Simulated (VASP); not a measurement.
A run of VASP 6.6.1 is set up as follows.

Contents of INCAR:

```
PREC = Accurate
ENCUT = 520
EDIFF = 1E-8
ISMEAR = -1
SIGMA = 0.05
LREAL = False
LASPH = True
NELM = 80
ALGO = Normal
ISIF = 2
LWAVE = False
LCHARG = False
GGA = PE
LEFG = True
NBANDS = 11
```

Contents of KPOINTS:

```
regular mesh
0
Gamma
  16 16 9
```

Contents of POSCAR:

```
C
1.0
    2.1003865828      0.0000000000      0.0000000000
   -1.0501932914      1.8189881384      0.0000000000
    0.0000000000      0.0000000000      3.4026262641
C
2
Direct
    0.1933333333      0.5966666667      0.1450000000
    0.8066666667      0.4033333333      0.8550000000
```

Potentials or basis: VASP PAW PBE potentials, release 64 (C).

Run with:

```bash
$ cat potpaw_PBE.64/C/POTCAR > POTCAR
$ mpirun -np 1 vasp_std > vasp.out
```

(1) Estimate the band gap on the k mesh.

(2) Estimate the largest force.

Answers

(1) zero (band 4 reaches 13.13 eV, above the bottom of band 5 at 5.90 eV).

(2) 11.018 eV/Å.

Caveat: the cell differs from its parent crystal (shortest bond scaled by 0.58); without QUAD_EFG the Cq values of the log hold for a quadrupole moment of 1 mb, not for the nuclei; forces of over 1 eV/Å act on the atoms, so gaps and moduli don't describe the material at rest.
